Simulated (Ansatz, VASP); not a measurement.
## Co: VASP beside Ansatz

```
CELL_PARAMETERS angstrom
0.00000 3.57300 3.57300
1.78650 0.00000 1.78650
1.78650 1.78650 0.00000
ATOMIC_POSITIONS crystal
Co 0.00000 0.00000 0.00000
Co 0.50000 0.00000 0.00000
```

Alike in both runs: task single point; functional PBE; k mesh 6 × 12 × 12; occupations fermi-dirac, width 0.1 eV; collinear spin; Hubbard terms Co d U = 6.2 eV.

```csv
,VASP,Ansatz
version,VASP 6.6.1,Ansatz 0.2.0
potentials or method,"VASP PAW PBE potentials, release 64 (Co), cutoff 520 eV","PAW, plane waves, scalar-relativistic"
valence electrons in the cell,18,34
```

|  | VASP | Ansatz | Ansatz less VASP |
| --- | --- | --- | --- |
| pressure (GPa) | 23.3 | 35.8 | +12.55 |
| traceless stress, the component that is largest in VASP (GPa) | -9.01 | -2.35 | +6.662 |
| net moment per atom (μB) | 0.00 | 0.00 | 0.000 |
| size of the moment on the site where the two differ most (μB) | 1.92 | 1.89 | -0.037 |

Site moments also hang on the region over which each program counts them. The programs project onto different local orbitals, so the same U acts differently, and such runs can settle in different states. VASP's potentials hold 18 valence electrons a cell and Ansatz's 34, so a difference there can come from the potentials and not from the codes. Ansatz's warnings: filled band counts differ across k points, stability check not made.
